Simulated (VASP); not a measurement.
# SiO2 (P4_2/mnm) in VASP: notebook, part 2 of 2

VASP 6.6.1. Earlier steps stand in the parts before.

**4. Single point, PBE (volume 7.078 Å^3 an atom, c/a of the conventional cell 0.5629)**

The input, INCAR:

```
  PREC = Accurate
  ENCUT = 520
  EDIFF = 1E-6
  ISMEAR = 0
  SIGMA = 0.05
  LREAL = F
  LASPH = T
  NELM = 60
  ALGO = Normal
  ISIF = 2
  LWAVE = F
  LCHARG = T
  GGA = PE
  LELF = T
  LVHAR = T
  NBANDS = 25
```

The input, KPOINTS:

```
Automatic mesh
0
Gamma
  6 6 10
```

The input, POSCAR:

```
SiO2
1.0
    4.2254878118      0.0000000000      0.0000000000
    0.0000000000      4.2254878118      0.0000000000
    0.0000000000      0.0000000000      2.3785270893
Si O
2 4
Direct
    0.5000000000      0.5000000000      0.5000000000
    0.0000000000      0.0000000000      0.0000000000
    0.6930127928      0.6930127928      0.0000000000
    0.1930127928      0.8069872072      0.5000000000
    0.3069872072      0.3069872072      0.0000000000
    0.8069872072      0.1930127928      0.5000000000
```

Potentials or basis: VASP PAW PBE potentials, release 64 (Si, O).

On the command line:

```bash
> cat potpaw_PBE.64/Si/POTCAR potpaw_PBE.64/O/POTCAR > POTCAR
> mpirun -np 1 vasp_std > vasp.out
```

OUTCAR:

```text
PREC = Accurate
   ENCUT = 520
   EDIFF = 1E-6
   ISMEAR = 0
   LREAL = F
   LASPH = T
   NELM = 60
   ISIF = 2
   GGA = PE

 ion  position               nearest neighbor table
   1  0.500  0.500  0.500-   3 1.66   5 1.66   3 1.66   5 1.66   4 1.83   6 1.83
   2  0.000  0.000  0.000-   4 1.66   6 1.66   4 1.66   6 1.66   5 1.83   3 1.83
   3  0.693  0.693  0.000-   1 1.66   1 1.66   2 1.83
   4  0.193  0.807  0.500-   2 1.66   2 1.66   1 1.83
   5  0.307  0.307  0.000-   1 1.66   1 1.66   2 1.83
   6  0.807  0.193  0.500-   2 1.66   2 1.66   1 1.83

  LATTYP: Found a simple tetragonal cell.
 ALAT       =     4.2254878118
 C/A-ratio  =     0.5629000000

  Lattice vectors:

 A1 = (   4.2254878118,   0.0000000000,   0.0000000000)
 A2 = (   0.0000000000,   4.2254878118,   0.0000000000)
 A3 = (   0.0000000000,   0.0000000000,   2.3785270893)

Analysis of symmetry for initial positions (statically):
=====================================================================
 Subroutine PRICEL returns:
 Original cell was already a primitive cell.

 Routine SETGRP: Setting up the symmetry group for a
 simple tetragonal supercell.

 Subroutine GETGRP returns: Found 16 space group operations
 (whereof  8 operations were pure point group operations)
 out of a pool of 16 trial point group operations.

The static configuration has the point symmetry D_2h.
 The point group associated with its full space group is D_4h.

Analysis of symmetry for dynamics (positions and initial velocities):
=====================================================================
 Subroutine PRICEL returns:
 Original cell was already a primitive cell.

 Routine SETGRP: Setting up the symmetry group for a
 simple tetragonal supercell.

 Subroutine GETGRP returns: Found 16 space group operations
 (whereof  8 operations were pure point group operations)
 out of a pool of 16 trial point group operations.
[... 125 lines left out ...]
   ISMEAR =     0;   SIGMA  =   0.05  broadening in eV -4-tet -1-fermi 0-gaus
   EFERMI_NEDOS =   21; number of points for ismear=-14 and -15
   IALGO  =     38    algorithm
   IMIX   =      4    mixing-type and parameters
     AMIX     =   0.40;   BMIX     =  1.00
     AMIX_MAG =   1.60;   BMIX_MAG =  1.00
  volume/ion in A,a.u.               =       7.08        47.76
  Fermi-wavevector in a.u.,A,eV,Ry     =   1.489719  2.815160 30.194883  2.219261
  Thomas-Fermi vector in A             =   2.602591
   LORBIT       =      0    0 simple, 1 ext, 2 COOP (PROOUT), +10 PAW based schemes
   GGA     = PE    functional components
   LHFCALC =     F    Hartree Fock is set to
   AEXX    =    0.0000 exact exchange contribution
   IVDW    =     0    specifies the selected vdW correction
   LEPSILON=     F    determine dielectric tensor
   LRPA    =     F    only Hartree local field effects (RPA)
 non-spin polarized calculation
 Gauss-broadening in eV      SIGMA  =   0.05
  energy-cutoff  :      520.00
  volume of cell :       42.47
 maximum number of plane-waves:      1168
 NGX is ok and might be reduce to    32
   NGX = 15   NGY = 15   NGZ =  9

 number of electron      31.9999998 magnetization

 Free energy of the ion-electron system (eV)
  ---------------------------------------------------
  ext. energy  EPLUGINS =         0.00000000
  ---------------------------------------------------
  free energy    TOTEN  =       -44.36325223 eV

  energy without entropy =      -44.36325223  energy(sigma->0) =      -44.36325223

 E-fermi :   9.4356     XC(G=0): -12.6981

 val. band max:        9.1542378481   @ k =   0.0000   0.0000   0.0000
 cond. band min:      16.6310952659   @ k =   0.0000   0.0000   0.0000
 fundamental gap:      7.4768574178
 Fermi energy:         9.4356082524

 k-point     1 :       0.0000    0.0000    0.0000
  band No.  band energies     occupation
      1     -14.3432      2.00000
      2     -10.6103      2.00000
      3     -10.5303      2.00000
      4     -10.5303      2.00000
      5      -2.0493      2.00000
      6       1.7742      2.00000
[... 661 lines left out ...]
     24      24.0357      0.00000
     25      24.9700      0.00000

 [... further k-points ...]
[... 5 lines left out ...]
  --------------------------------------------------------------------------------------
  -------------------------------------------------------------------------------------
  Total        8.0874197      8.0874197     33.5012741     -0.0000000      0.0000000      0.0000000
  in kB      305.1116253    305.1116253   1263.8923876     -0.0000000      0.0000000      0.0000000
  external PRESSURE =     624.7052127 kB  Pullay stress =       0.0000000 kB

 VOLUME and BASIS-vectors are now :
 -----------------------------------------------------------------------------
  energy-cutoff  :      520.00
  volume of cell :       42.47
      direct lattice vectors                 reciprocal lattice vectors
     4.225487812  0.000000000  0.000000000     0.236659066  0.000000000  0.000000000
     0.000000000  4.225487812  0.000000000     0.000000000  0.236659066  0.000000000
     0.000000000  0.000000000  2.378527089     0.000000000  0.000000000  0.420428258

 POSITION                                       TOTAL-FORCE (eV/Angst)
 -----------------------------------------------------------------------------------
      2.11274      2.11274      1.18926         0.000000      0.000000      0.000000
      0.00000      0.00000      0.00000         0.000000      0.000000      0.000000
      2.92832      2.92832      0.00000         0.578053      0.578053      0.000000
      0.81557      3.40991      1.18926         0.578053     -0.578053      0.000000
      1.29717      1.29717      0.00000        -0.578053     -0.578053     -0.000000
      3.40991      0.81557      1.18926        -0.578053      0.578053      0.000000
 -----------------------------------------------------------------------------------
    total drift:                                0.000000      0.000000     -0.000000

  FREE ENERGIE OF THE ION-ELECTRON SYSTEM (eV)
  ---------------------------------------------------
  free  energy   TOTEN  =       -44.3632522282 eV

  energy  without entropy=      -44.3632522282  energy(sigma->0) =      -44.36325223
```

stdout:

```text
POSCAR found type information on POSCAR SiO
 POSCAR found :  2 types and       6 ions
 scaLAPACK will be used
 LDA part: xc-table for (Slater+PW92), standard interpolation
 POSCAR, INCAR and KPOINTS ok, starting setup
 FFT: planning ... GRIDC
 FFT: planning ... GRID_SOFT
 FFT: planning ... GRID
 WAVECAR not read
 entering main loop
```

Wall time 30 s (1 thread of Intel Xeon Platinum 8488C (Sapphire Rapids), shared host); peak memory 0.17 GiB.

Results:

- Free energy: -44.3633 eV
- Pressure: 62.5 GPa
- Largest force: 0.817 eV/Å
- Band gap on the k mesh: 7.48 eV, direct

Forces on the atoms (eV/Å):
```
Si   0.000  0.000  0.000
Si   0.000  0.000  0.000
O    0.578  0.578  0.000
O    0.578 -0.578  0.000
O   -0.578 -0.578  0.000
O   -0.578  0.578  0.000
```

**5. Overview**

```tsv
cell	gap on the mesh (eV)	pressure (GPa)	largest force (eV/Å)
a = 4.175, b = 4.175, c = 2.991 Å, 6 atoms	3.28	-21.5	0.60
a = 4.479, b = 4.479, c = 2.598 Å, 6 atoms	4.03	-14.0	1.34
a = 4.225, b = 4.225, c = 2.379 Å, 6 atoms	7.48	62.5	0.82
```

Alike in all rows: task single point; level PBE; potentials or basis VASP PAW PBE potentials, release 64 (Si, O); no spin polarisation; k mesh 6 × 6 × 10; cutoff (eV) 520; smearing gaussian 0.05 eV.

Caveats: forces of over 1 eV/Å act on the atoms, so gaps and moduli don't describe the material at rest (some runs).

Total energies depend on the potentials used, so only differences within one code and one set of settings carry meaning.
